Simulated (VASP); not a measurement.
Write the native input for VASP 6.6.1 that does the following.

```yaml
Task: single point
Functional: PBE
Potentials_or_basis: VASP PAW PBE potentials, release 64 (Ba_sv, Zr_sv, O_h)
Cutoff: 910 eV
k_mesh: 6 × 6 × 6
Occupations: gaussian, width 0.05 eV
Spin: no spin polarisation
Dipole_correction: no
Further_INCAR_settings: ALGO = Normal; EDIFF = 1e-06; NBANDS = 28
```

The structure of BaZrO3 lies in POSCAR:

```
BaZrO3
1.0
    4.1913400000      0.0209567000      0.0000000000
    0.0209567000      4.1913400000      0.0000000000
    0.0000000000      0.0000000000      4.1913400000
Ba Zr O
1 1 3
Direct
    0.0000000000      0.0000000000      0.0000000000
    0.5000000000      0.5000000000      0.5000000000
    0.0000000000      0.5000000000      0.5000000000
    0.5000000000      0.0000000000      0.5000000000
    0.5000000000      0.5000000000      0.0000000000
```

The input as run:

INCAR

```
SYSTEM = BaZrO3
PREC = Accurate ; ENCUT = 910
EDIFF = 1E-6 ; ISMEAR = 0
SIGMA = 0.05 ; LREAL = .False.
LASPH = .True. ; NELM = 120
ALGO = Normal ; ISIF = 2
LWAVE = .False. ; LCHARG = .False.
GGA = PE ; NBANDS = 28
GGA_COMPAT = .False.
```

KPOINTS

```
regular mesh
0
Gamma
  6 6 6
  0 0 0
```

Potentials or basis: VASP PAW PBE potentials, release 64 (Ba_sv, Zr_sv, O_h).

The run is started by

```console
$ cat potpaw_PBE.64/Ba_sv/POTCAR potpaw_PBE.64/Zr_sv/POTCAR potpaw_PBE.64/O_h/POTCAR > POTCAR
$ mpirun -np 1 vasp_std > vasp.out
```

It gave:

The pressure is 4.9 GPa and the band gap on the k mesh is 3.15 eV (least direct gap 3.36 eV).

Caveat: the cutoff is under 1.25 times the usual one of these potentials, so pressure, stress and relaxed cells hold a basis-set (Pulay) error; the cell stands under pressure; spin-orbit coupling is left out, which moves the levels of the heavy elements.

It took 3.1 min on 1 thread of Intel(R) Xeon(R) Platinum 8488C (Sapphire Rapids), on a shared host, peak memory 0.42 GiB.
